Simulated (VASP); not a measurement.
# KI in VASP: a series of runs

Runs on KI. Level: PBEsol. Tasks: single point.

All numbers are computed with VASP 6.6.1; they aren't measurements. Logs are shortened: lines on timing, memory, paths and dates and some standing lists are left out, and cuts for length are marked.

### 1 The cell of the first run

Symmetry: I4/mmm, No. 139, tetragonal system. Conventional cell: a = 4.953 Å, b = 4.953 Å, c = 7.040 Å, α = 90.00°, β = 90.00°, γ = 90.00°. Within 4.6 Å of K (site symmetry 4/mmm) lie 6 I at 3.50 to 3.52 Å. I (site symmetry 4/mmm) has 6 K at 3.50 to 3.52 Å within 4.6 Å.

### 2 Single point, PBEsol, non-collinear spin, zero start, spin-orbit coupling (z stretched by +0.5 %, x and y held)

Contents of INCAR:

```
PREC = Accurate
ENCUT = 520
EDIFF = 1E-6
ISMEAR = 0
SIGMA = 0.01
LREAL = F
LASPH = T
NELM = 150
ALGO = Normal
ISIF = 2
LWAVE = F
LCHARG = F
MAGMOM = 0 0 0 0 0 0
LORBIT = 11
LSORBIT = T
GGA_COMPAT = F
LORBMOM = T
GGA = PS
NBANDS = 28
```

Contents of KPOINTS:

```
regular mesh
0
Gamma
  6 6 6
```

Contents of POSCAR:

```
KI
1.0
    0.0000000000      3.5024800858      3.5199924862
    3.5024800858      0.0000000000      3.5199924862
    3.5024800858      3.5024800858      0.0000000000
K I
1 1
Direct
    0.0000000000      0.0000000000      0.0000000000
    0.5000000000      0.5000000000      0.5000000000
```

Potentials or basis: VASP PAW PBE potentials, release 64 (K_sv, I).

Started as:

```sh
cat potpaw_PBE.64/K_sv/POTCAR potpaw_PBE.64/I/POTCAR > POTCAR
mpirun -np 1 vasp_ncl > vasp.out
```

OUTCAR:

```text
PREC = Accurate
   ENCUT = 520
   EDIFF = 1E-6
   ISMEAR = 0
   LREAL = F
   LASPH = T
   NELM = 150
   ISIF = 2
   LORBIT = 11
   LSORBIT = T
   GGA = PS

 ion  position               nearest neighbor table
   1  0.000  0.000  0.000-   2 3.50   2 3.50   2 3.50   2 3.50   2 3.52   2 3.52
   2  0.500  0.500  0.500-   1 3.50   1 3.50   1 3.50   1 3.50   1 3.52   1 3.52

  LATTYP: Found a body centered tetragonal cell.
 ALAT       =     4.9532548393
 C/A-ratio  =     1.4212846302

  Lattice vectors:

 A1 = (  -3.5024800858,   0.0000000000,   3.5199924862)
 A2 = (   3.5024800858,   0.0000000000,   3.5199924862)
 A3 = (   0.0000000000,   3.5024800858,  -3.5199924862)

Analysis of symmetry for initial positions (statically):
=====================================================================
 Subroutine PRICEL returns:
 Original cell was already a primitive cell.

 Routine SETGRP: Setting up the symmetry group for a
 body centered tetragonal supercell.

 Subroutine GETGRP returns: Found 16 space group operations
 (whereof 16 operations were pure point group operations)
 out of a pool of 16 trial point group operations.

The static configuration has the point symmetry D_4h.

Analysis of symmetry for dynamics (positions and initial velocities):
=====================================================================
 Subroutine PRICEL returns:
 Original cell was already a primitive cell.

 Routine SETGRP: Setting up the symmetry group for a
 body centered tetragonal supercell.

 Subroutine GETGRP returns: Found 16 space group operations
 (whereof 16 operations were pure point group operations)
 out of a pool of 16 trial point group operations.

The dynamic configuration has the point symmetry D_4h.

Analysis of structural, dynamic, and magnetic symmetry:
=====================================================================
 Subroutine PRICEL returns:
 Original cell was already a primitive cell.

 Routine SETGRP: Setting up the symmetry group for a
 body centered tetragonal supercell.

 Subroutine GETGRP returns: Found 16 space group operations
 (whereof 16 operations were pure point group operations)
 out of a pool of 16 trial point group operations.

The overall configuration has the point symmetry D_4h.

 Subroutine INISYM returns: Found 16 space group operations
 (whereof 16 operations are pure point group operations),
 and found     1 'primitive' translations

----------------------------------------------------------------------------------------

                                     Primitive cell

  volume of cell :      86.3621

  direct lattice vectors                    reciprocal lattice vectors
     0.000000000  3.502480086  3.519992486    -0.142755987  0.142755987  0.142045758
     3.502480086  0.000000000  3.519992486     0.142755987 -0.142755987  0.142045758
     3.502480086  3.502480086  0.000000000     0.142755987  0.142755987 -0.142045758

  length of vectors
     4.965653417  4.965653417  4.953254839     0.246851252  0.246851252  0.246851252

  position of ions in fractional coordinates (direct lattice)
     0.000000000  0.000000000  0.000000000
     0.500000000  0.500000000  0.500000000

  ion indices of the primitive-cell ions
   primitive index   ion index
                 1           1
                 2           2

----------------------------------------------------------------------------------------

 KPOINTS: regular mesh

Automatic generation of k-mesh.
 Grid dimensions read from file:
 generate k-points for:    6    6    6

 Generating k-lattice:

  Cartesian coordinates                     Fractional coordinates (reciprocal lattice)
    -0.023792664  0.023792664  0.023674293     0.166666667  0.000000000  0.000000000
     0.023792664 -0.023792664  0.023674293     0.000000000  0.166666667  0.000000000
     0.023792664  0.023792664 -0.023674293     0.000000000  0.000000000  0.166666667

  Length of vectors
     0.041141875  0.041141875  0.041141875

  Shift w.r.t. Gamma in fractional coordinates (k-lattice)
     0.000000000  0.000000000  0.000000000

 Subroutine IBZKPT returns following result:
 ===========================================

 Found     30 irreducible k-points:

 Following reciprocal coordinates:
            Coordinates               Weight
  0.000000  0.000000  0.000000      1.000000
  0.166667 -0.000000  0.000000      8.000000
  0.333333  0.000000  0.000000      8.000000
  0.500000  0.000000  0.000000      4.000000
  0.166667  0.166667  0.000000      2.000000
  0.333333  0.166667  0.000000      8.000000
[... 16 lines left out ...]
  0.333333  0.000000  0.333333      4.000000
  0.500000  0.000000  0.333333     16.000000
[... 25 lines left out ...]
   ISIF   =      2    stress and relaxation
   ISYM   =      2    0-nonsym 1-usesym 2-fastsym
   POTIM  = 0.5000    time-step for ionic-motion
   TEBEG  =    0.0;   TEEND  =   0.0 temperature during run
   PSTRESS=    0.0 pullay stress
   NELECT =      16.0000    total number of electrons
   NUPDOWN=      -1.0000    fix difference up-down
   EMIN   =  10.00;   EMAX   =-10.00  energy-range for DOS
   EFERMI =   0.00;   METHOD = LEGACY
   ISMEAR =     0;   SIGMA  =   0.01  broadening in eV -4-tet -1-fermi 0-gaus
   EFERMI_NEDOS =   21; number of points for ismear=-14 and -15
   IALGO  =     38    algorithm
   IMIX   =      4    mixing-type and parameters
     AMIX     =   0.40;   BMIX     =  1.00
     AMIX_MAG =   1.60;   BMIX_MAG =  1.00
  volume/ion in A,a.u.               =      43.18       291.40
  Fermi-wavevector in a.u.,A,eV,Ry     =   0.933270  1.763624 11.850568  0.870992
  Thomas-Fermi vector in A             =   2.059954
   LORBIT       =     11    0 simple, 1 ext, 2 COOP (PROOUT), +10 PAW based schemes
   GGA     = PS    functional components
   LHFCALC =     F    Hartree Fock is set to
   AEXX    =    0.0000 exact exchange contribution
   IVDW    =     0    specifies the selected vdW correction
   LEPSILON=     F    determine dielectric tensor
   LRPA    =     F    only Hartree local field effects (RPA)
 Gauss-broadening in eV      SIGMA  =   0.01
  energy-cutoff  :      520.00
  volume of cell :       86.36
 maximum number of plane-waves:      4672
 NGX is ok and might be reduce to    40
   NGX = 19   NGY = 19   NGZ = 19

 number of electron      16.0000000 magnetization       0.0000000      0.0000000      0.0000000

 number of electron      15.9999999 magnetization      -0.0000000      0.0000000      0.0000000

 number of electron      15.9999999 magnetization      -0.0000000      0.0000000     -0.0000000

 Free energy of the ion-electron system (eV)
  ---------------------------------------------------
  ext. energy  EPLUGINS =         0.00000000
  ---------------------------------------------------
  free energy    TOTEN  =        -5.94347837 eV

  energy without entropy =       -5.94347837  energy(sigma->0) =       -5.94347837

 E-fermi :  -0.0163     XC(G=0):  -7.4298

 val. band max:       -0.0828966047   @ k =   0.0000   0.0000   0.0000
 cond. band min:       3.4550037734   @ k =   0.0000   0.0000   0.0000
 fundamental gap:      3.5379003781
 Fermi energy:        -0.0163274099

 k-point     1 :       0.0000    0.0000    0.0000
  band No.  band energies     occupation
      1     -28.6882      1.00000
      2     -28.6882      1.00000
      3     -12.4207      1.00000
      4     -12.4207      1.00000
      5     -12.1568      1.00000
      6     -12.1568      1.00000
[... 733 lines left out ...]
     27       8.9366      0.00000
     28       8.9366      0.00000

 [... further k-points ...]

------------------------ aborting loop because EDIFF is reached ----------------------------------------

  FORCE on cell =-STRESS in cart. coord.  units (eV):
  Direction    XX          YY          ZZ          XY          YZ          ZX
  --------------------------------------------------------------------------------------
  -------------------------------------------------------------------------------------
  Total        0.0250189      0.0250189     -0.0442493      0.0000000     -0.0000000     -0.0000000
  in kB        0.4641468      0.4641468     -0.8209069      0.0000000     -0.0000000     -0.0000000
  external PRESSURE =       0.0357955 kB  Pullay stress =       0.0000000 kB

 VOLUME and BASIS-vectors are now :
 -----------------------------------------------------------------------------
  energy-cutoff  :      520.00
  volume of cell :       86.36
      direct lattice vectors                 reciprocal lattice vectors
     0.000000000  3.502480086  3.519992486    -0.142755987  0.142755987  0.142045758
     3.502480086  0.000000000  3.519992486     0.142755987 -0.142755987  0.142045758
     3.502480086  3.502480086  0.000000000     0.142755987  0.142755987 -0.142045758

 POSITION                                       TOTAL-FORCE (eV/Angst)
 -----------------------------------------------------------------------------------
      0.00000      0.00000      0.00000        -0.000000      0.000000      0.000000
      3.50248      3.50248      3.51999         0.000000     -0.000000      0.000000
 -----------------------------------------------------------------------------------
    total drift:                                0.000000     -0.000000     -0.000000

  FREE ENERGIE OF THE ION-ELECTRON SYSTEM (eV)
  ---------------------------------------------------
  free  energy   TOTEN  =        -5.9434783744 eV

  energy  without entropy=       -5.9434783744  energy(sigma->0) =       -5.94347837

 orbital moment (x)

 # of ion     p       d       tot
 ----------------------------------------
  1         0.000   0.000   0.000
  2         0.000  -0.000   0.000
 ----------------------------------------
            0.000   0.000   0.000

 orbital moment (y)

 # of ion     p       d       tot
 ----------------------------------------
  1        -0.000   0.000  -0.000
  2         0.000  -0.000   0.000
 ----------------------------------------
           -0.000   0.000  -0.000

 orbital moment (z)

 # of ion     p       d       tot
 ----------------------------------------
  1         0.000   0.000   0.000
  2         0.000  -0.000  -0.000
 ----------------------------------------
            0.000  -0.000  -0.000

 Spin-Orbit-Coupling matrix elements

 Ion:    1  E_soc:     -0.0082825
 l=   1
     0.0000000    -0.0013778    -0.0013789
    -0.0013778     0.0000000    -0.0013778
    -0.0013789    -0.0013778     0.0000000
 l=   2
     0.0000000     0.0000003     0.0000000     0.0000003    -0.0000025
     0.0000003     0.0000000    -0.0000018     0.0000002    -0.0000006
     0.0000000    -0.0000018     0.0000000    -0.0000018     0.0000000
     0.0000003     0.0000002    -0.0000018     0.0000000    -0.0000006
    -0.0000025    -0.0000006     0.0000000    -0.0000006     0.0000000
 l=   3
     0.0000000     0.0000000     0.0000000     0.0000000     0.0000000     0.0000000     0.0000000
     0.0000000     0.0000000     0.0000000     0.0000000     0.0000000     0.0000000     0.0000000
     0.0000000     0.0000000     0.0000000     0.0000000     0.0000000     0.0000000     0.0000000
     0.0000000     0.0000000     0.0000000     0.0000000     0.0000000     0.0000000     0.0000000
     0.0000000     0.0000000     0.0000000     0.0000000     0.0000000     0.0000000     0.0000000
     0.0000000     0.0000000     0.0000000     0.0000000     0.0000000     0.0000000     0.0000000
     0.0000000     0.0000000     0.0000000     0.0000000     0.0000000     0.0000000     0.0000000

 Ion:    2  E_soc:     -0.2493246
 l=   1
     0.0000000    -0.0415563    -0.0415386
    -0.0415563     0.0000000    -0.0415563
    -0.0415386    -0.0415563     0.0000000
 l=   2
     0.0000000    -0.0000011     0.0000000    -0.0000011    -0.0000027
    -0.0000011     0.0000000    -0.0000020    -0.0000010    -0.0000007
     0.0000000    -0.0000020     0.0000000    -0.0000020     0.0000000
    -0.0000011    -0.0000010    -0.0000020     0.0000000    -0.0000007
    -0.0000027    -0.0000007     0.0000000    -0.0000007     0.0000000
 l=   3
     0.0000000     0.0000000     0.0000000     0.0000000     0.0000000     0.0000000     0.0000000
     0.0000000     0.0000000     0.0000000     0.0000000     0.0000000     0.0000000     0.0000000
     0.0000000     0.0000000     0.0000000     0.0000000     0.0000000     0.0000000     0.0000000
     0.0000000     0.0000000     0.0000000     0.0000000     0.0000000     0.0000000     0.0000000
     0.0000000     0.0000000     0.0000000     0.0000000     0.0000000     0.0000000     0.0000000
     0.0000000     0.0000000     0.0000000     0.0000000     0.0000000     0.0000000     0.0000000
     0.0000000     0.0000000     0.0000000     0.0000000     0.0000000     0.0000000     0.0000000

 total charge

# of ion       s       p       d       tot
------------------------------------------
    1        1.957   5.566   0.025   7.548
    2        1.491   2.842   0.001   4.335
--------------------------------------------------
tot          3.448   8.408   0.026  11.883

 magnetization (x)

# of ion       s       p       d       tot
------------------------------------------
    1        0.000  -0.000   0.000  -0.000
    2        0.000   0.000   0.000   0.000
--------------------------------------------------
tot          0.000   0.000   0.000   0.000

 magnetization (y)

# of ion       s       p       d       tot
------------------------------------------
    1        0.000   0.000  -0.000   0.000
    2        0.000  -0.000   0.000  -0.000
--------------------------------------------------
tot          0.000  -0.000  -0.000  -0.000

 magnetization (z)

# of ion       s       p       d       tot
------------------------------------------
    1       -0.000   0.000   0.000  -0.000
    2       -0.000   0.000   0.000  -0.000
--------------------------------------------------
tot         -0.000   0.000   0.000  -0.000
```

Run time: 96 s. Hardware: 1 thread of AMD EPYC 9R45 (Zen 5), shared host; peak memory 0.5 GiB.

Results:

```yaml
Free_energy: -5.9435 eV
Pressure: 0.0 GPa
Net_moment: 0.00 μB per cell
Valence_electrons_inside_the_program's_atomic_spheres: K 7.55; I 4.33
```

Stress tensor (GPa, compression positive):
```
 0.05  0.00  0.00
 0.00  0.05  0.00
 0.00  0.00 -0.08
```

Moments on the atoms (μB; x, y, z):
```
K   0.00 0.00 0.00
I   0.00 0.00 0.00
```

Caveat: the cell differs from its parent crystal (z stretched by +0.5 %, x and y held); the PAW data sets were made with another functional, which shifts forces and pressure a little.

(Part 1 of 2 ends here.)
